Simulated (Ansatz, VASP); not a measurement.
Tl: VASP beside Ansatz

```xyz
1
Lattice="0.0000 2.2895 2.2895 2.2895 0.0000 2.2895 2.2895 2.2895 0.0000" Properties=species:S:1:pos:R:3 pbc="T T T"
Tl    0.0000    0.0000    0.0000
```

Change from the starting cell: volume scaled by 0.8.

Alike in both runs: task relaxation of cell and atoms; functional pbe exchange, pbesol correlation; k mesh 9 × 9 × 9; occupations gaussian, width 0.05 eV; collinear spin.

|  | VASP | Ansatz |
| --- | --- | --- |
| version | VASP 6.6.1 | Ansatz 0.2.0 |
| potentials or method | VASP PAW PBE potentials, release 64 (Tl_d), cutoff 500 eV | all-electron LAPW, scalar-relativistic |

Ansatz gave:

- net moment per atom (μB): 0.00
- relaxed volume (Å³/atom): 31.91
- relaxed length of the cell vector where the two differ most in proportion (Å): 3.560

Q: Estimate VASP's values.

A: net moment per atom (μB): 0.00; relaxed volume (Å³/atom): 31.89; relaxed length of the cell vector where the two differ most in proportion (Å): 3.560.

VASP's potentials were made for PBE, not for pbe exchange, pbesol correlation. Ansatz ran all-electron here, and VASP with PAW potentials.

Neither program's run includes spin-orbit coupling. Noted on VASP's run: the volume moved by over 15 % at a fixed basis, so the end points are rough.
